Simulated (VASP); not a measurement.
# AgCl (Pm-3m) in VASP: a series of runs

Aim: see how the results for AgCl move with the level of theory and the settings. Levels: PBE, PBE+D4. Tasks: single point.

All numbers are computed with VASP 6.6.1; they aren't measurements. Logs are shortened: lines on timing, memory, paths and dates and some standing lists are left out, and cuts for length are marked.

### Step 1. The cell of the first run

It takes space group Pm-3m (No. 221, cubic). Conventional cell: a = 3.396 Å, b = 3.396 Å, c = 3.396 Å, α = 90.00°, β = 90.00°, γ = 90.00°. Within 3.9 Å of Ag (site symmetry m-3m) lie 8 Cl at 2.94 Å and 6 Ag at 3.40 Å. Cl (site symmetry m-3m) has 8 Ag at 2.94 Å and 6 Cl at 3.40 Å within 3.9 Å.

### Step 2. Single point, PBE

INCAR reads:

```
ALGO = Normal
EDIFF = 1E-6
ENCUT = 500
GGA = PE
GGA_COMPAT = F
ISIF = 2
ISMEAR = 0
LASPH = T
LCHARG = F
LREAL = F
LWAVE = F
NBANDS = 16
NELM = 120
PREC = Accurate
SIGMA = 0.01
```

KPOINTS reads:

```
k-points
0
Gamma
  3 3 3
```

POSCAR reads:

```
AgCl
1.0
    3.3955880419      0.0000000000      0.0000000000
    0.0000000000      3.3955880419      0.0000000000
    0.0000000000      0.0000000000      3.3955880419
Ag Cl
1 1
Direct
    0.0000000000      0.0000000000      0.0000000000
    0.5000000000      0.5000000000      0.5000000000
```

Potentials or basis: VASP PAW PBE potentials, release 64 (Ag, Cl).

The run is started by

```console
> cat potpaw_PBE.64/Ag/POTCAR potpaw_PBE.64/Cl/POTCAR > POTCAR
> mpirun -np 1 vasp_std > vasp.out
```

OUTCAR:

```text
EDIFF = 1E-6
   ENCUT = 500
   GGA = PE
   ISIF = 2
   ISMEAR = 0
   LASPH = T
   LREAL = F
   NELM = 120
   PREC = Accurate

 ion  position               nearest neighbor table
   1  0.000  0.000  0.000-   2 2.94   2 2.94   2 2.94   2 2.94   2 2.94   2 2.94   2 2.94   2 2.94

   2  0.500  0.500  0.500-   1 2.94   1 2.94   1 2.94   1 2.94   1 2.94   1 2.94   1 2.94   1 2.94

  LATTYP: Found a simple cubic cell.
 ALAT       =     3.3955880419

  Lattice vectors:

 A1 = (   3.3955880419,   0.0000000000,   0.0000000000)
 A2 = (   0.0000000000,   3.3955880419,   0.0000000000)
 A3 = (   0.0000000000,   0.0000000000,   3.3955880419)

Analysis of symmetry for initial positions (statically):
=====================================================================
 Subroutine PRICEL returns:
 Original cell was already a primitive cell.

 Routine SETGRP: Setting up the symmetry group for a
 simple cubic supercell.

 Subroutine GETGRP returns: Found 48 space group operations
 (whereof 48 operations were pure point group operations)
 out of a pool of 48 trial point group operations.

The static configuration has the point symmetry O_h .

Analysis of symmetry for dynamics (positions and initial velocities):
=====================================================================
 Subroutine PRICEL returns:
 Original cell was already a primitive cell.

 Routine SETGRP: Setting up the symmetry group for a
 simple cubic supercell.

 Subroutine GETGRP returns: Found 48 space group operations
 (whereof 48 operations were pure point group operations)
 out of a pool of 48 trial point group operations.

The dynamic configuration has the point symmetry O_h .

 Subroutine INISYM returns: Found 48 space group operations
 (whereof 48 operations are pure point group operations),
 and found     1 'primitive' translations

----------------------------------------------------------------------------------------

                                     Primitive cell

  volume of cell :      39.1512

  direct lattice vectors                    reciprocal lattice vectors
     3.395588042  0.000000000  0.000000000     0.294499800  0.000000000  0.000000000
     0.000000000  3.395588042  0.000000000     0.000000000  0.294499800  0.000000000
     0.000000000  0.000000000  3.395588042     0.000000000  0.000000000  0.294499800

  length of vectors
     3.395588042  3.395588042  3.395588042     0.294499800  0.294499800  0.294499800

  position of ions in fractional coordinates (direct lattice)
     0.000000000  0.000000000  0.000000000
     0.500000000  0.500000000  0.500000000

  ion indices of the primitive-cell ions
   primitive index   ion index
                 1           1
                 2           2

----------------------------------------------------------------------------------------

 KPOINTS: k-points

Automatic generation of k-mesh.
 Grid dimensions read from file:
 generate k-points for:    3    3    3

 Generating k-lattice:

  Cartesian coordinates                     Fractional coordinates (reciprocal lattice)
     0.098166600  0.000000000  0.000000000     0.333333333  0.000000000  0.000000000
     0.000000000  0.098166600  0.000000000     0.000000000  0.333333333  0.000000000
     0.000000000  0.000000000  0.098166600     0.000000000  0.000000000  0.333333333

  Length of vectors
     0.098166600  0.098166600  0.098166600

  Shift w.r.t. Gamma in fractional coordinates (k-lattice)
     0.000000000  0.000000000  0.000000000

 Subroutine IBZKPT returns following result:
 ===========================================

 Found      4 irreducible k-points:

 Following reciprocal coordinates:
            Coordinates               Weight
  0.000000  0.000000  0.000000      1.000000
  0.333333  0.000000  0.000000      6.000000
  0.333333  0.333333  0.000000     12.000000
  0.333333  0.333333  0.333333      8.000000
   k-points           NKPTS =      4   k-points in BZ     NKDIM =      4   number of bands    NBANDS=     16
   number of dos      NEDOS =    301   number of ions     NIONS =      2
   total plane-waves  NPLWV =  21952
   dimension x,y,z NGX =    28 NGY =   28 NGZ =   28
   dimension x,y,z NGXF=    56 NGYF=   56 NGZF=   56
   ions per type =               1   1
   NGX,Y,Z   is equivalent  to a cutoff of  13.71, 13.71, 13.71 a.u.
   NGXF,Y,Z  is equivalent  to a cutoff of  27.42, 27.42, 27.42 a.u.
 SYSTEM =  unknown system
   PREC   = accura    normal or accurate (medium, high low for compatibility)
   ISTART =      0    job   : 0-new  1-cont  2-samecut
   ICHARG =      2    charge: 1-file 2-atom 10-const
   ISPIN  =      1    spin polarized calculation?
   LNONCOLLINEAR =      F non collinear calculations
   LSORBIT =      F    spin-orbit coupling
   LASPH  =      T    aspherical Exc in radial PAW
   ENCUT  =  500.0 eV  36.75 Ry    6.06 a.u.   6.19  6.19  6.19*2*pi/ulx,y,z
   NELM   =    120;   NELMIN=  2; NELMDL= -5     # of ELM steps
   EDIFF  = 0.1E-05   stopping-criterion for ELM
   LREAL  =      F    real-space projection
   EDIFFG = 0.1E-04   stopping-criterion for IOM
   NSW    =      0    number of steps for IOM
   IBRION =     -1    ionic relax: 0-MD 1-quasi-New 2-CG
   NFREE  =      0    steps in history (QN), initial steepest desc. (CG)
   ISIF   =      2    stress and relaxation
   ISYM   =      2    0-nonsym 1-usesym 2-fastsym
   POTIM  = 0.5000    time-step for ionic-motion
   TEBEG  =    0.0;   TEEND  =   0.0 temperature during run
   PSTRESS=    0.0 pullay stress
   NELECT =      18.0000    total number of electrons
   NUPDOWN=      -1.0000    fix difference up-down
   EMIN   =  10.00;   EMAX   =-10.00  energy-range for DOS
   EFERMI =   0.00;   METHOD = LEGACY
   ISMEAR =     0;   SIGMA  =   0.01  broadening in eV -4-tet -1-fermi 0-gaus
   EFERMI_NEDOS =   21; number of points for ismear=-14 and -15
   IALGO  =     38    algorithm
   IMIX   =      4    mixing-type and parameters
     AMIX     =   0.40;   BMIX     =  1.00
     AMIX_MAG =   1.60;   BMIX_MAG =  1.00
  volume/ion in A,a.u.               =      19.58       132.10
  Fermi-wavevector in a.u.,A,eV,Ry     =   1.263525  2.387717 21.721655  1.596497
  Thomas-Fermi vector in A             =   2.396878
   LORBIT       =      0    0 simple, 1 ext, 2 COOP (PROOUT), +10 PAW based schemes
   GGA     = PE    functional components
   LHFCALC =     F    Hartree Fock is set to
   AEXX    =    0.0000 exact exchange contribution
   IVDW    =     0    specifies the selected vdW correction
   LEPSILON=     F    determine dielectric tensor
   LRPA    =     F    only Hartree local field effects (RPA)
 non-spin polarized calculation
 Gauss-broadening in eV      SIGMA  =   0.01
  energy-cutoff  :      500.00
  volume of cell :       39.15
 maximum number of plane-waves:      1021
 NGX is ok and might be reduce to    28
   NGX = 13   NGY = 13   NGZ = 13

 number of electron      18.0000002 magnetization

 Free energy of the ion-electron system (eV)
  ---------------------------------------------------
  ext. energy  EPLUGINS =         0.00000000
  ---------------------------------------------------
  free energy    TOTEN  =        -5.02760504 eV

  energy without entropy =       -5.02760504  energy(sigma->0) =       -5.02760504

 E-fermi :   4.1118     XC(G=0): -10.5546

 val. band max:        4.0536838059   @ k =   0.3333   0.0000   0.0000
 cond. band min:       4.9040836155   @ k =   0.0000   0.0000   0.0000
 fundamental gap:      0.8503998095
 Fermi energy:         4.1117792749

 k-point     1 :       0.0000    0.0000    0.0000
  band No.  band energies     occupation
      1     -10.4163      2.00000
      2       1.4416      2.00000
      3       1.4416      2.00000
      4       2.4480      2.00000
      5       2.4480      2.00000
      6       2.4480      2.00000
[... 8 lines left out ...]
     15      18.2355      0.00000
     16      20.8157      0.00000

 k-point     2 :       0.3333    0.0000    0.0000
  band No.  band energies     occupation
      1     -10.0436      2.00000
      2      -0.3638      2.00000
      3       1.4787      2.00000
      4       1.4787      2.00000
      5       1.5596      2.00000
      6       2.4889      2.00000
[... 8 lines left out ...]
     15      19.5196      0.00000
     16      20.4745      0.00000

 k-point     3 :       0.3333    0.3333    0.0000
  band No.  band energies     occupation
      1      -9.7661      2.00000
      2       0.1596      2.00000
      3       0.7731      2.00000
      4       1.7963      2.00000
      5       1.8247      2.00000
      6       2.2170      2.00000
[... 8 lines left out ...]
     15      18.4803      0.00000
     16      20.0916      0.00000

 k-point     4 :       0.3333    0.3333    0.3333
  band No.  band energies     occupation
      1      -9.4871      2.00000
      2       0.2594      2.00000
      3       0.2594      2.00000
      4       0.7558      2.00000
      5       2.3713      2.00000
      6       2.3713      2.00000
[... 8 lines left out ...]
     15      18.4376      0.00000
     16      19.2435      0.00000

------------------------ aborting loop because EDIFF is reached ----------------------------------------

  FORCE on cell =-STRESS in cart. coord.  units (eV):
  Direction    XX          YY          ZZ          XY          YZ          ZX
  --------------------------------------------------------------------------------------
  -------------------------------------------------------------------------------------
  Total        0.4831282      0.4831282      0.4831282     -0.0000000     -0.0000000      0.0000000
  in kB       19.7709709     19.7709709     19.7709709     -0.0000000     -0.0000000      0.0000000
  external PRESSURE =      19.7709709 kB  Pullay stress =       0.0000000 kB

 VOLUME and BASIS-vectors are now :
 -----------------------------------------------------------------------------
  energy-cutoff  :      500.00
  volume of cell :       39.15
      direct lattice vectors                 reciprocal lattice vectors
     3.395588042  0.000000000  0.000000000     0.294499800  0.000000000  0.000000000
     0.000000000  3.395588042  0.000000000     0.000000000  0.294499800  0.000000000
     0.000000000  0.000000000  3.395588042     0.000000000  0.000000000  0.294499800

 POSITION                                       TOTAL-FORCE (eV/Angst)
 -----------------------------------------------------------------------------------
      0.00000      0.00000      0.00000         0.000000      0.000000      0.000000
      1.69779      1.69779      1.69779         0.000000      0.000000      0.000000
 -----------------------------------------------------------------------------------
    total drift:                               -0.000000      0.000000      0.000000

  FREE ENERGIE OF THE ION-ELECTRON SYSTEM (eV)
  ---------------------------------------------------
  free  energy   TOTEN  =        -5.0276050438 eV

  energy  without entropy=       -5.0276050438  energy(sigma->0) =       -5.02760504
```

Wall time 4.3 s (1 thread of Intel Xeon 8259CL, shared host); peak memory 0.15 GiB.

Results:

```
Free energy            : -5.0276 eV
Pressure               : 2.0 GPa
Band gap on the k mesh : 0.85 eV (least direct gap 2.16 eV)
```

Levels at points of the mesh, in eV from the valence-band top:
```
           k point  band 6  band 7  band 8  band 9  band 10  band 11  band 12  band 13
(0.00, 0.00, 0.00)   -1.61   -1.30   -1.30   -1.30     0.85     9.68     9.68    14.18
```

Caveat: the k points lie up to 0.62 Å⁻¹ apart; the structure was generated, so it needn't be the stable form of AgCl; an odd mesh through Γ misses points on the zone boundary, where band edges can lie.

### Step 3. Single point, PBE+D4

INCAR reads:

```
SYSTEM = AgCl
PREC = Accurate
ENCUT = 500
EDIFF = 1E-6
ISMEAR = 0
SIGMA = 0.01
LREAL = .FALSE.
LASPH = .TRUE.
NELM = 120
ALGO = Normal
ISIF = 2
LWAVE = .FALSE.
LCHARG = .TRUE.
GGA = PE
IVDW = 13
LELF = .TRUE.
LVHAR = .TRUE.
NBANDS = 16
GGA_COMPAT = .FALSE.
```

KPOINTS reads:

```
regular mesh
0
G
  6 6 6
  0 0 0
```

POSCAR is that of step 2.

Potentials or basis: VASP PAW PBE potentials, release 64 (Ag, Cl).

The run is started by

```console
> cat potpaw_PBE.64/Ag/POTCAR potpaw_PBE.64/Cl/POTCAR > POTCAR
> mpirun -np 1 vasp_std > vasp.out
```

OUTCAR:

```text
SYSTEM = AgCl
   PREC = Accurate
   ENCUT = 500
   EDIFF = 1E-6
   ISMEAR = 0
   LREAL = .FALSE.
   LASPH = .TRUE.
   NELM = 120
   ISIF = 2
   GGA = PE
   IVDW = 13

 ion  position               nearest neighbor table
   1  0.000  0.000  0.000-   2 2.94   2 2.94   2 2.94   2 2.94   2 2.94   2 2.94   2 2.94   2 2.94

   2  0.500  0.500  0.500-   1 2.94   1 2.94   1 2.94   1 2.94   1 2.94   1 2.94   1 2.94   1 2.94

  LATTYP: Found a simple cubic cell.
 ALAT       =     3.3955880419

  Lattice vectors:

 A1 = (   3.3955880419,   0.0000000000,   0.0000000000)
 A2 = (   0.0000000000,   3.3955880419,   0.0000000000)
 A3 = (   0.0000000000,   0.0000000000,   3.3955880419)

Analysis of symmetry for initial positions (statically):
=====================================================================
 Subroutine PRICEL returns:
 Original cell was already a primitive cell.

 Routine SETGRP: Setting up the symmetry group for a
 simple cubic supercell.

 Subroutine GETGRP returns: Found 48 space group operations
 (whereof 48 operations were pure point group operations)
 out of a pool of 48 trial point group operations.

The static configuration has the point symmetry O_h .

Analysis of symmetry for dynamics (positions and initial velocities):
=====================================================================
 Subroutine PRICEL returns:
 Original cell was already a primitive cell.

 Routine SETGRP: Setting up the symmetry group for a
 simple cubic supercell.

 Subroutine GETGRP returns: Found 48 space group operations
 (whereof 48 operations were pure point group operations)
 out of a pool of 48 trial point group operations.

The dynamic configuration has the point symmetry O_h .

 Subroutine INISYM returns: Found 48 space group operations
 (whereof 48 operations are pure point group operations),
 and found     1 'primitive' translations

----------------------------------------------------------------------------------------

[... 108 lines left out ...]
  volume/ion in A,a.u.               =      19.58       132.10
  Fermi-wavevector in a.u.,A,eV,Ry     =   1.263525  2.387717 21.721655  1.596497
  Thomas-Fermi vector in A             =   2.396878
   LORBIT       =      0    0 simple, 1 ext, 2 COOP (PROOUT), +10 PAW based schemes
   GGA     = PE    functional components
   LHFCALC =     F    Hartree Fock is set to
   AEXX    =    0.0000 exact exchange contribution
   IVDW    =    13    specifies the selected vdW correction
   LEPSILON=     F    determine dielectric tensor
   LRPA    =     F    only Hartree local field effects (RPA)
 non-spin polarized calculation
 Gauss-broadening in eV      SIGMA  =   0.01
  energy-cutoff  :      500.00
  volume of cell :       39.15
 maximum number of plane-waves:      1021
 NGX is ok and might be reduce to    28
   NGX = 13   NGY = 13   NGZ = 13

 number of electron      18.0000002 magnetization

 Free energy of the ion-electron system (eV)
  ---------------------------------------------------
  ext. energy  EPLUGINS =         0.00000000
  ---------------------------------------------------
  free energy    TOTEN  =        -5.11455222 eV

  energy without entropy =       -5.11455222  energy(sigma->0) =       -5.11455222

 E-fermi :   4.4270     XC(G=0): -10.5649

 val. band max:        4.3122813596   @ k =   0.5000   0.0000   0.0000
 cond. band min:       4.8959028339   @ k =   0.0000   0.0000   0.0000
 fundamental gap:      0.5836214743
 Fermi energy:         4.4269661283

 k-point     1 :       0.0000    0.0000    0.0000
  band No.  band energies     occupation
      1     -10.4686      2.00000
      2       1.4536      2.00000
      3       1.4536      2.00000
      4       2.4606      2.00000
      5       2.4606      2.00000
      6       2.4606      2.00000
[... 357 lines left out ...]
      3      -0.2215      2.00000
      4      -0.2215      2.00000
      5       2.7998      2.00000
      6       2.7998      2.00000
[... 8 lines left out ...]
     15      22.0855      0.00000
     16      22.0855      0.00000

------------------------ aborting loop because EDIFF is reached ----------------------------------------

  DFT-D4 for vdW energy calculation

  Edisp (eV):   -0.73015

  FORCE on cell =-STRESS in cart. coord.  units (eV):
  Direction    XX          YY          ZZ          XY          YZ          ZX
  --------------------------------------------------------------------------------------
  -------------------------------------------------------------------------------------
  Total      -0.29568    -0.29568    -0.29568    -0.00000    -0.00000     0.00000
  in kB     -12.10013   -12.10013   -12.10013    -0.00000    -0.00000     0.00000
  external pressure =      -12.10 kB  Pullay stress =        0.00 kB

 VOLUME and BASIS-vectors are now :
 -----------------------------------------------------------------------------
  energy-cutoff  :      500.00
  volume of cell :       39.15
      direct lattice vectors                 reciprocal lattice vectors
     3.395588042  0.000000000  0.000000000     0.294499800  0.000000000  0.000000000
     0.000000000  3.395588042  0.000000000     0.000000000  0.294499800  0.000000000
     0.000000000  0.000000000  3.395588042     0.000000000  0.000000000  0.294499800

 POSITION                                       TOTAL-FORCE (eV/Angst)
 -----------------------------------------------------------------------------------
      0.00000      0.00000      0.00000         0.000000      0.000000      0.000000
      1.69779      1.69779      1.69779         0.000000      0.000000      0.000000
 -----------------------------------------------------------------------------------
    total drift:                               -0.000000      0.000000      0.000000

  FREE ENERGIE OF THE ION-ELECTRON SYSTEM (eV)
  ---------------------------------------------------
  free  energy   TOTEN  =        -5.8447056531 eV

  energy  without entropy=       -5.8447056531  energy(sigma->0) =       -5.84470565
```

OSZICAR:

```text
N       E                     dE             d eps       ncg     rms          rms(c)
DAV:   1     0.988586078696E+02    0.98859E+02   -0.85987E+03   640   0.990E+02
DAV:   2    -0.192634361417E+01   -0.10078E+03   -0.92932E+02   808   0.224E+02
DAV:   3    -0.538679654858E+01   -0.34605E+01   -0.34531E+01   744   0.435E+01
DAV:   4    -0.540887755258E+01   -0.22081E-01   -0.22080E-01   880   0.380E+00
DAV:   5    -0.540914300005E+01   -0.26545E-03   -0.26545E-03   712   0.406E-01    0.590E+00
DAV:   6    -0.512728059426E+01    0.28186E+00   -0.35768E-01   784   0.852E+00    0.394E+00
DAV:   7    -0.511803058442E+01    0.92500E-02   -0.13411E-01   672   0.244E+00    0.215E+00
DAV:   8    -0.511478307915E+01    0.32475E-02   -0.70239E-03   760   0.845E-01    0.398E-01
DAV:   9    -0.511451862503E+01    0.26445E-03   -0.65410E-04   824   0.379E-01    0.526E-02
DAV:  10    -0.511454655269E+01   -0.27928E-04   -0.11708E-04   768   0.112E-01    0.440E-02
DAV:  11    -0.511455243156E+01   -0.58789E-05   -0.55240E-06   752   0.201E-02    0.646E-03
DAV:  12    -0.511455222285E+01    0.20871E-06   -0.79811E-07   496   0.760E-03
   1 F= -.58447057E+01 E0= -.58447057E+01  d E =-.118610E-60
```

stdout:

```text
POSCAR found type information on POSCAR AgCl
 POSCAR found :  2 types and       2 ions
 scaLAPACK will be used
 LDA part: xc-table for (Slater+PW92), standard interpolation
 POSCAR, INCAR and KPOINTS ok, starting setup
 FFT: planning ... GRIDC
 FFT: planning ... GRID_SOFT
 FFT: planning ... GRID
 WAVECAR not read
 entering main loop
```

It took 14 s on 1 thread of Intel Xeon 8259CL, shared host; peak memory 0.16 GiB.

Results:

* Free energy: -5.8447 eV
* Pressure: -1.2 GPa
* Band gap on the k mesh: 0.58 eV (least direct gap 2.19 eV)
* Dispersion energy per atom: -0.365 eV

Caveat: the structure was generated, so it needn't be the stable form of AgCl; semilocal functionals underestimate gaps, and a narrow one can read as zero.
